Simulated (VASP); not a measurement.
**WS2: single point with PBEsol**

System: WS2, a slab with vacuum.

```
W S
1.0
     3.14578    0.00000    0.00000
    -1.57289    2.72432    0.00000
     0.00000    0.00000   16.95342
W S
1 2
Cartesian
  0.0000 1.8162 0.0000
  1.5729 0.9081 15.4615
  1.5729 0.9081 1.6419
```

This cell differs from its parent crystal: all S atoms moved +0.075 Å, as atom 2 towards its neighbour atom 3 (S) at 3.134 Å.

- Program: VASP 6.6.1
- Task: single point
- Functional: PBEsol
- Potentials or basis: VASP PAW PBE potentials, release 64 (W_sv, S)
- Cutoff: 520 eV
- k mesh: 12 × 12 × 2
- Occupations: gaussian, width 0.05 eV
- Spin: no spin polarisation
- Dipole correction: no
- Further INCAR settings: ALGO = Normal; EDIFF = 1e-07; NBANDS = 20

```json
{
  "Largest force": "2.510 eV/Å",
  "Band gap on the k mesh": "1.94 eV"
}
```

Forces in eV/Å, atoms in the order of the input:
```
W    0.000  0.000  2.510
S    0.000  0.000 -1.379
S    0.000  0.000 -1.131
```

Levels at points of the mesh, in eV from the valence-band top:
```tsv
k point	band 10	band 11	band 12	band 13	band 14	band 15	band 16	band 17
(0.00, 0.00, 0.00)	-2.21	-1.46	-1.46	-0.01	2.84	2.84	3.41	3.41
(0.50, 0.00, 0.00)	-3.45	-2.16	-1.12	-0.91	3.02	3.41	4.10	4.90
(0.00, 0.00, 0.50)	-2.21	-1.46	-1.46	-0.01	2.84	2.84	3.41	3.41
(0.50, 0.00, 0.50)	-3.45	-2.16	-1.12	-0.91	3.02	3.41	4.10	4.90
```

Wall time 2.8 min on 1 thread of AMD EPYC 7R13 Processor (Zen 3) (shared host), peak memory 0.27 GiB.

Caveat: the cell differs from its parent crystal (all S atoms moved +0.075 Å, as atom 2 towards its neighbour atom 3 (S) at 3.134 Å); there is no dipole correction, which matters where the two faces differ; the PAW data sets were made with another functional, which shifts forces and pressure a little; spin-orbit coupling is left out, which moves the levels of the heavy elements.
